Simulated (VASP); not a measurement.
A run of VASP 6.6.1 is set up as follows.

INCAR

```
ALGO     = Fast           # electronic algorithm
EDIFF    = 1E-6           # SCF threshold, eV
ENCUT    = 520            # plane-wave cutoff, eV
ISIF     = 2              # what is computed and relaxed
ISMEAR   = 1              # smearing method
LASPH    = T              # aspherical terms in the spheres
LCHARG   = T              # write CHGCAR
LELF     = T              # ELF
LREAL    = F              # projectors in reciprocal space
LVHAR    = T            
LWAVE    = F              # write WAVECAR
NBANDS   = 12             # bands
NELM     = 80             # most SCF steps
PREC     = Accurate       # precision mode
SIGMA    = 0.05           # smearing width, eV
```

KPOINTS

```
k-points
0
Gamma
  19 18 18
```

The input POSCAR:

```
Ti
1.0
    0.0217680000      1.9986910000      2.0313150000
    2.0064570000      0.0029940000      2.0500890000
    2.0395050000      2.0505140000     -0.0300550000
Ti
1
Direct
   -0.0156700000      0.0038100000      0.0066290000
```

Potentials or basis: VASP PAW LDA potentials, release 64 (Ti_sv).

The run is started by

```bash
$ cat potpaw_LDA.64/Ti_sv/POTCAR > POTCAR
$ mpirun -np 1 vasp_std > vasp.out
```

(1) Predict the band gap on the k mesh.

(2) What does it give for the pressure?

## Answers

(1) zero (bands 6 and 7 overlap by 1.26 eV).

(2) -5.1 GPa.

Caveat: the cell stands under tension.
